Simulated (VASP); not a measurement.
Here is a VASP 6.6.1 calculation.

The input INCAR:

```
PREC     = Accurate       # precision mode
ENCUT    = 520            # plane-wave cutoff, eV
EDIFF    = 1E-6           # SCF threshold, eV
ISMEAR   = 0              # smearing method
SIGMA    = 0.1            # smearing width, eV
LREAL    = False          # projectors in reciprocal space
LASPH    = True           # aspherical terms in the spheres
NELM     = 150            # most SCF steps
ALGO     = Fast           # electronic algorithm
ISIF     = 2              # what is computed and relaxed
LWAVE    = False          # write WAVECAR
LCHARG   = False          # write CHGCAR
ISPIN    = 2              # spin polarisation
MAGMOM   = 0 4            # initial moments
LORBIT   = 11             # projections on sites
LMAXMIX  = 4              # l up to which the mixer works
GGA      = PS             # functional
NBANDS   = 16             # bands
```

The input KPOINTS:

```
Automatic mesh
0
Gamma
  6 6 6
```

POSCAR

```
AlFe
1.0
    2.9100000000      0.0000000000      0.0000000000
    0.0000000000      2.9100000000      0.0000000000
    0.0000000000      0.0000000000      2.9100000000
Al Fe
1 1
Direct
    0.0000000000      0.0000000000      0.0000000000
    0.5000000000      0.5000000000      0.5000000000
```

Potentials or basis: VASP PAW PBE potentials, release 64 (Al, Fe).

Launch:

```console
$ cat potpaw_PBE.64/Al/POTCAR potpaw_PBE.64/Fe/POTCAR > POTCAR
$ mpirun -np 1 vasp_std > vasp.out
```

(1) Estimate the site moments.

(2) What does it give for the pressure?

## Answers

(1) Al -0.02; Fe +0.77 μB.

(2) -10.9 GPa.

Caveat: the PAW data sets were made with another functional, which shifts forces and pressure a little; the moment fell far below its start of 4 μB, so a state of higher moment may lie lower in energy.
